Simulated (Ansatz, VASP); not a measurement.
# One calculation of GaN, two programs

INCAR

```
SYSTEM = GaN
PREC = Accurate ; ENCUT = 520
EDIFF = 1E-7 ; ISMEAR = 0
SIGMA = 0.01 ; LREAL = .FALSE.
LASPH = .TRUE. ; NELM = 80
ALGO = Normal ; ISIF = 2
LWAVE = .FALSE. ; LCHARG = .TRUE.
GGA = PS ; LELF = .TRUE.
LVHAR = .TRUE. ; NBANDS = 26
```

File KPOINTS:

```
Automatic mesh
0
G
  12 12 4
  0 0 0
```

Contents of POSCAR:

```
GaN
1.0
    3.1800000000      0.0000000000      0.0000000000
   -1.5900000000      2.7539607800      0.0000000000
    0.0000000000      0.0000000000      5.1660000000
Ga N
2 2
Direct
    0.3333333333      0.6666666667      0.0000000000
    0.6666666667      0.3333333333      0.5000000000
    0.3333333333      0.6666666667      0.3750000000
    0.6666666667      0.3333333333      0.8750000000
```

Input for Ansatz:

```yaml
crystal:
  lattice:
    - [3.18, 0.0, 0.0]
    - [-1.59, 2.75396078, 0.0]
    - [0.0, 0.0, 5.166]
  atoms:
    - { symbol: Ga, position: [0.3333333333333333, 0.6666666666666666, 0.0] }
    - { symbol: Ga, position: [0.6666666666666666, 0.3333333333333333, 0.5] }
    - { symbol: "N", position: [0.3333333333333333, 0.6666666666666666, 0.375] }
    - { symbol: "N", position: [0.6666666666666666, 0.3333333333333333, 0.875] }
basis:
  ecutwfc: 450.0
kpoints:
  mp_grid:
    grid: [12, 12, 4]
hamiltonian:
  xc: pbesol
  pseudopotentials:
    kind: paw
scf:
  occupations:
    method: fixed
output:
  forces: true
  stress: true
```

Alike in both runs: task single point; functional PBEsol; k mesh 12 × 12 × 4; no spin polarisation.

|  | VASP | Ansatz |
| --- | --- | --- |
| version | VASP 6.6.1 | Ansatz 0.2.0 |
| potentials or method | VASP PAW PBE potentials, release 64 (Ga_d, N), cutoff 520 eV | plane waves, PAW |
| occupations | gaussian, width 0.01 eV | fixed |
| valence electrons in the cell | 36 | 36 |

VASP gave:

| Property | Result |
| --- | --- |
| pressure (GPa) | 0.8 |
| traceless stress, the component that is largest in VASP (GPa) | 1.40 |
| rms of the force components (eV/Å) | 0.075 |

Question: Estimate Ansatz's values.

Answer: Pressure (GPa): 1.0; traceless stress, the component that is largest in VASP (GPa): 1.40; rms of the force components (eV/Å): 0.077.

VASP's potentials were made for PBE, not for PBEsol. Atom by atom the forces differ by 0.001 eV/Å (rms over components).
